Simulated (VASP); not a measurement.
# C in VASP: relaxation of the atoms with PBE+D3(BJ)

Aim: the relaxation of the atoms of C with PBE+D3(BJ).

Everything below comes from runs of VASP 6.6.1. Logs are shortened: lines on timing, memory, paths and dates and some standing lists are left out, and cuts for length are marked.

**1. The cell of the first run**

The cell holds a sheet with vacuum, 6 atoms: a = 2.461 Å, b = 2.461 Å, c = 24.700 Å, α = 90.00°, β = 90.00°, γ = 120.00°.

**2. Relaxation of the atoms, PBE+D3(BJ)**

Input file INCAR:

```
  PREC = Accurate
  ENCUT = 520
  EDIFF = 1E-6
  ISMEAR = 0
  SIGMA = 0.05
  LREAL = False
  LASPH = True
  NELM = 60
  ALGO = Normal
  ISIF = 2
  LWAVE = False
  LCHARG = False
  LDIPOL = True
  IDIPOL = 3
  DIPOL = 0.5 0.5 0.500
  GGA = PE
  IVDW = 12
  IBRION = 2
  NSW = 100
  EDIFFG = -0.01
```

Input file KPOINTS:

```
regular mesh
0
Gamma
  24 24 1
```

Input file POSCAR:

```
C
1.0
    2.4610000000      0.0000000000      0.0000000000
   -1.2305000000      2.1312885187      0.0000000000
    0.0000000000      0.0000000000     24.7000000000
C
6
Direct
    0.0000000000      0.0000000000      0.3643724696
    0.3333333333      0.6666666667      0.3643724696
    0.0000000000      0.0000000000      0.5000000000
    0.6666666667      0.3333333333      0.5000000000
    0.0000000000      0.0000000000      0.6356275304
    0.3333333333      0.6666666667      0.6356275304
```

Potentials or basis: VASP PAW PBE potentials, release 64 (C).

Launch:

```bash
$ cat potpaw_PBE.64/C/POTCAR > POTCAR
$ mpirun -np 1 vasp_std > vasp.out
```

OUTCAR:

```text
PREC = Accurate
   ENCUT = 520
   EDIFF = 1E-6
   ISMEAR = 0
   LREAL = False
   LASPH = True
   NELM = 60
   ISIF = 2
   GGA = PE
   IVDW = 12
   IBRION = 2
   NSW = 100
   EDIFFG = -0.01
 IVDW          = 12

 ion  position               nearest neighbor table
   1  0.000  0.000  0.364-   2 1.42   2 1.42   2 1.42
   2  0.333  0.667  0.364-   1 1.42   1 1.42   1 1.42
   3  0.000  0.000  0.500-   4 1.42   4 1.42   4 1.42
   4  0.667  0.333  0.500-   3 1.42   3 1.42   3 1.42
   5  0.000  0.000  0.636-   6 1.42   6 1.42   6 1.42
   6  0.333  0.667  0.636-   5 1.42   5 1.42   5 1.42

  LATTYP: Found a hexagonal cell.
 ALAT       =     2.4610000000
 C/A-ratio  =    10.0365704998

  Lattice vectors:

 A1 = (   2.4610000000,   0.0000000000,   0.0000000000)
 A2 = (  -1.2305000000,   2.1312885187,   0.0000000000)
 A3 = (   0.0000000000,   0.0000000000,  24.7000000000)

Analysis of symmetry for initial positions (statically):
=====================================================================
 Subroutine PRICEL returns:
 Original cell was already a primitive cell.

 Routine SETGRP: Setting up the symmetry group for a
 hexagonal supercell.

 Subroutine GETGRP returns: Found 12 space group operations
 (whereof 12 operations were pure point group operations)
 out of a pool of 24 trial point group operations.

The static configuration has the point symmetry D_3h.

Analysis of symmetry for dynamics (positions and initial velocities):
=====================================================================
 Subroutine PRICEL returns:
 Original cell was already a primitive cell.

 Routine SETGRP: Setting up the symmetry group for a
 hexagonal supercell.

 Subroutine GETGRP returns: Found 12 space group operations
 (whereof 12 operations were pure point group operations)
 out of a pool of 24 trial point group operations.

The dynamic configuration has the point symmetry D_3h.

 Subroutine INISYM returns: Found 12 space group operations
 (whereof 12 operations are pure point group operations),
 and found     1 'primitive' translations

----------------------------------------------------------------------------------------

                                     Primitive cell

  volume of cell :     129.5540

  direct lattice vectors                    reciprocal lattice vectors
     2.461000000  0.000000000  0.000000000     0.406338887  0.234599866  0.000000000
    -1.230500000  2.131288519  0.000000000     0.000000000  0.469199731  0.000000000
     0.000000000  0.000000000 24.700000000     0.000000000  0.000000000  0.040485830

  length of vectors
     2.461000000  2.461000000 24.700000000     0.469199731  0.469199731  0.040485830

  position of ions in fractional coordinates (direct lattice)
     0.000000000  0.000000000  0.364372470
     0.333333333  0.666666667  0.364372470
     0.000000000  0.000000000  0.500000000
     0.666666667  0.333333333  0.500000000
     0.000000000  0.000000000  0.635627530
     0.333333333  0.666666667  0.635627530

  ion indices of the primitive-cell ions
   primitive index   ion index
                 1           1
                 2           2
                 3           3
                 4           4
                 5           5
                 6           6

----------------------------------------------------------------------------------------

 KPOINTS: regular mesh

Automatic generation of k-mesh.
 Grid dimensions read from file:
 generate k-points for:   24   24    1

 Generating k-lattice:

  Cartesian coordinates                     Fractional coordinates (reciprocal lattice)
     0.016930787  0.009774994  0.000000000     0.041666667  0.000000000  0.000000000
     0.000000000  0.019549989  0.000000000     0.000000000  0.041666667  0.000000000
     0.000000000  0.000000000  0.040485830     0.000000000  0.000000000  1.000000000

  Length of vectors
     0.019549989  0.019549989  0.040485830

  Shift w.r.t. Gamma in fractional coordinates (k-lattice)
     0.000000000  0.000000000  0.000000000

 Subroutine IBZKPT returns following result:
 ===========================================

 Found     61 irreducible k-points:

 Following reciprocal coordinates:
            Coordinates               Weight
  0.000000  0.000000  0.000000      1.000000
  0.041667  0.000000  0.000000      6.000000
  0.083333  0.000000  0.000000      6.000000
  0.125000  0.000000  0.000000      6.000000
  0.166667 -0.000000  0.000000      6.000000
  0.208333  0.000000  0.000000      6.000000
[... 16 lines left out ...]
  0.416667  0.041667  0.000000     12.000000
  0.458333  0.041667  0.000000     12.000000
 [... further k-points ...]
   k-points           NKPTS =     61   k-points in BZ     NKDIM =     61   number of bands    NBANDS=     16
   number of dos      NEDOS =    301   number of ions     NIONS =      6
   total plane-waves  NPLWV =  62208
   dimension x,y,z NGX =    18 NGY =   18 NGZ =  192
   dimension x,y,z NGXF=    36 NGYF=   36 NGZF=  384
   ions per type =               6
   NGX,Y,Z   is equivalent  to a cutoff of  12.16, 12.16, 12.92 a.u.
   NGXF,Y,Z  is equivalent  to a cutoff of  24.32, 24.32, 25.85 a.u.
 SYSTEM =  unknown system
   PREC   = accura    normal or accurate (medium, high low for compatibility)
   ISTART =      0    job   : 0-new  1-cont  2-samecut
   ICHARG =      2    charge: 1-file 2-atom 10-const
   ISPIN  =      1    spin polarized calculation?
   LNONCOLLINEAR =      F non collinear calculations
   LSORBIT =      F    spin-orbit coupling
   LASPH  =      T    aspherical Exc in radial PAW
   ENCUT  =  520.0 eV  38.22 Ry    6.18 a.u.   4.58  4.58 45.93*2*pi/ulx,y,z
   NELM   =     60;   NELMIN=  2; NELMDL= -5     # of ELM steps
   EDIFF  = 0.1E-05   stopping-criterion for ELM
   LREAL  =      F    real-space projection
   EDIFFG = -.1E-01   stopping-criterion for IOM
   NSW    =    100    number of steps for IOM
   IBRION =      2    ionic relax: 0-MD 1-quasi-New 2-CG
   NFREE  =      1    steps in history (QN), initial steepest desc. (CG)
   ISIF   =      2    stress and relaxation
   ISYM   =      2    0-nonsym 1-usesym 2-fastsym
   POTIM  = 0.5000    time-step for ionic-motion
   TEBEG  =    0.0;   TEEND  =   0.0 temperature during run
   PSTRESS=    0.0 pullay stress
   NELECT =      24.0000    total number of electrons
   NUPDOWN=      -1.0000    fix difference up-down
   EMIN   =  10.00;   EMAX   =-10.00  energy-range for DOS
   EFERMI =   0.00;   METHOD = LEGACY
   ISMEAR =     0;   SIGMA  =   0.05  broadening in eV -4-tet -1-fermi 0-gaus
   EFERMI_NEDOS =   21; number of points for ismear=-14 and -15
   IALGO  =     38    algorithm
   IMIX   =      4    mixing-type and parameters
     AMIX     =   0.40;   BMIX     =  1.00
     AMIX_MAG =   1.60;   BMIX_MAG =  1.00
  volume/ion in A,a.u.               =      21.59       145.71
  Fermi-wavevector in a.u.,A,eV,Ry     =   0.933244  1.763574 11.849905  0.870943
  Thomas-Fermi vector in A             =   2.059925
   LORBIT       =      0    0 simple, 1 ext, 2 COOP (PROOUT), +10 PAW based schemes
   GGA     = PE    functional components
   LHFCALC =     F    Hartree Fock is set to
   AEXX    =    0.0000 exact exchange contribution
   IVDW    =    12    specifies the selected vdW correction
   LEPSILON=     F    determine dielectric tensor
   LRPA    =     F    only Hartree local field effects (RPA)
 conjugate gradient relaxation of ions
 non-spin polarized calculation
 Gauss-broadening in eV      SIGMA  =   0.05
  energy-cutoff  :      520.00
  volume of cell :      129.55
 maximum number of plane-waves:      3542
   NGX =  9   NGY =  9   NGZ = 91

--------------------------------------- Ionic step        1  -------------------------------------------

 number of electron      23.9999993 magnetization

 Free energy of the ion-electron system (eV)
  ---------------------------------------------------
  ext. energy  EPLUGINS =         0.00000000
  ---------------------------------------------------
  free energy    TOTEN  =       -55.29370474 eV

  energy without entropy =      -55.29332484  energy(sigma->0) =      -55.29351479

------------------------ aborting loop because EDIFF is reached ----------------------------------------

 Edisp (eV)   -0.79096

 E8    (eV) :    -0.2325
[... 167 lines left out ...]
--------------------------------------- Ionic step        5  -------------------------------------------

 number of electron      23.9999993 magnetization

 dipolmoment           0.000000      0.000000     -0.000000 electrons x Angstroem

------------------------ aborting loop because EDIFF is reached ----------------------------------------

 Edisp (eV)   -0.79057

 E8    (eV) :    -0.2323
[... 79 lines left out ...]
--------------------------------------- Ionic step        7  -------------------------------------------

 number of electron      23.9999993 magnetization

 dipolmoment           0.000000      0.000000      0.000000 electrons x Angstroem

 Free energy of the ion-electron system (eV)
  ---------------------------------------------------
  ext. energy  EPLUGINS =         0.00000000
  ---------------------------------------------------
  free energy    TOTEN  =       -55.29568247 eV

  energy without entropy =      -55.29530199  energy(sigma->0) =      -55.29549223

 E-fermi :  -0.6078     XC(G=0):  -4.5984

 val. band max:       -0.6118637801   @ k =   0.3333   0.3333   0.0000
 cond. band min:      -0.6052169186   @ k =   0.3333   0.3333   0.0000
 fundamental gap:      0.0066468615
 Fermi energy:        -0.6077682530

 k-point     1 :       0.0000    0.0000    0.0000
  band No.  band energies     occupation
      1     -20.2630      2.00000
      2     -20.1605      2.00000
      3     -20.0526      2.00000
      4      -8.9054      2.00000
      5      -8.2596      2.00000
      6      -7.5349      2.00000
[... 433 lines left out ...]
      3     -14.9727      2.00000
      4     -13.6992      2.00000
      5     -13.6546      2.00000
      6     -13.6016      2.00000
[... 8 lines left out ...]
     15       1.4748      0.00000
     16       6.8891      0.00000

 [... further k-points ...]

------------------------ aborting loop because EDIFF is reached ----------------------------------------

 vacuum level on the upper side and lower side of the slab       (xc-potential included)        -0.100        -0.100

 Edisp (eV)   -0.78921

 E8    (eV) :    -0.2319

  FORCE on cell =-STRESS in cart. coord.  units (eV):
  Direction    XX          YY          ZZ          XY          YZ          ZX
  --------------------------------------------------------------------------------------
  -------------------------------------------------------------------------------------
  Total       0.96048     0.96048     0.04572    -0.00000     0.00000     0.00000
  in kB      11.87809    11.87809     0.56539    -0.00000     0.00000     0.00000
  external pressure =        8.11 kB  Pullay stress =        0.00 kB
[... 21 lines left out ...]
  FREE ENERGIE OF THE ION-ELECTRON SYSTEM (eV)
  ---------------------------------------------------
  free  energy   TOTEN  =       -56.0848875331 eV

  energy  without entropy=      -56.0845070465  energy(sigma->0) =      -56.08469729

 reached required accuracy - stopping structural energy minimisation

 vacuum level on the upper side and lower side of the slab         3.577         3.577
```

Run time: 3.8 min. Hardware: 1 thread of Intel Xeon 6975P-C (Granite Rapids), shared host; peak memory 0.29 GiB.

Results:

| Item | Value |
| --- | --- |
| Free energy | -56.0849 eV |
| Energy gained by relaxing | 0.0 meV/atom |
| Ionic steps | 7 |
| Largest force after relaxing | 0.007 eV/Å |
| Dispersion energy per atom | -0.132 eV |

Forces in eV/Å, atoms in the order of the input:
```
C    0.000  0.000 -0.007
C    0.000  0.000 -0.004
C    0.000  0.000  0.000
C    0.000  0.000  0.000
C    0.000  0.000  0.007
C    0.000  0.000  0.004
```

Step by step:
```tsv
step	energy change (eV)	largest force (eV/Å)	pressure (GPa)
1	0.0000	0.0143	0.82
2	0.0000	0.0111	0.82
3	0.0000	0.0142	0.82
4	0.0000	0.0132	0.82
5	-0.0001	0.0125	0.82
6	-0.0001	0.0106	0.81
7	-0.0002	0.0069	0.81
```

Final structure:
```
C
1.0
     2.46100    0.00000    0.00000
    -1.23050    2.13129    0.00000
     0.00000    0.00000   24.70000
C
6
Cartesian
  2.4610 0.0000 8.9918
  0.0000 1.4209 8.9913
  0.0000 0.0000 12.3500
  1.2305 0.7104 12.3500
  0.0000 0.0000 15.7082
  0.0000 1.4209 15.7087
```
